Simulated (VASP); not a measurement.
Here is a VASP 6.6.1 calculation.

Contents of INCAR:

```
PREC     = Accurate       # precision mode
ENCUT    = 520            # plane-wave cutoff, eV
EDIFF    = 1E-6           # SCF threshold, eV
ISMEAR   = -1             # smearing method
SIGMA    = 0.1            # smearing width, eV
LREAL    = F              # projectors in reciprocal space
LASPH    = T              # aspherical terms in the spheres
NELM     = 60             # most SCF steps
ALGO     = Normal         # electronic algorithm
ISIF     = 2              # what is computed and relaxed
LWAVE    = F              # write WAVECAR
LCHARG   = F              # write CHGCAR
GGA      = PS             # functional
NBANDS   = 34             # bands
```

KPOINTS

```
regular mesh
0
Gamma
  16 16 5
```

The input POSCAR:

```
Mn
1.0
    2.5495621429      0.0000000000      0.0000000000
   -1.2747810714      2.2079855843      0.0000000000
    0.0000000000      0.0000000000      8.2224599959
Mn
4
Direct
    1.0000000000      0.0000000000      1.0000000000
    1.0000000000      0.0000000000      0.5000000000
    0.3333333333      0.6666666667      0.2500000000
    0.6666666667      0.3333333333      0.7500000000
```

Potentials or basis: VASP PAW PBE potentials, release 64 (Mn_pv).

Run with:

```sh
$ cat potpaw_PBE.64/Mn_pv/POTCAR > POTCAR
$ mpirun -np 1 vasp_std > vasp.out
```

**Question.** Predict the pressure.

**Answer.** -27.1 GPa.

**Question.** Estimate the band gap on the k mesh.

**Answer.** Zero (bands 26 and 27 overlap by 1.96 eV).

Stress tensor (GPa, compression positive):
```
-27.03   0.00   0.00
  0.00 -27.03   0.00
  0.00   0.00 -27.29
```

Caveat: the cell stands under tension; the PAW data sets were made with another functional, which shifts forces and pressure a little; the run has no spin polarisation, though such a crystal can be magnetic. Spin polarisation is off, so any magnetic state and its effect on volume and gap are missing.
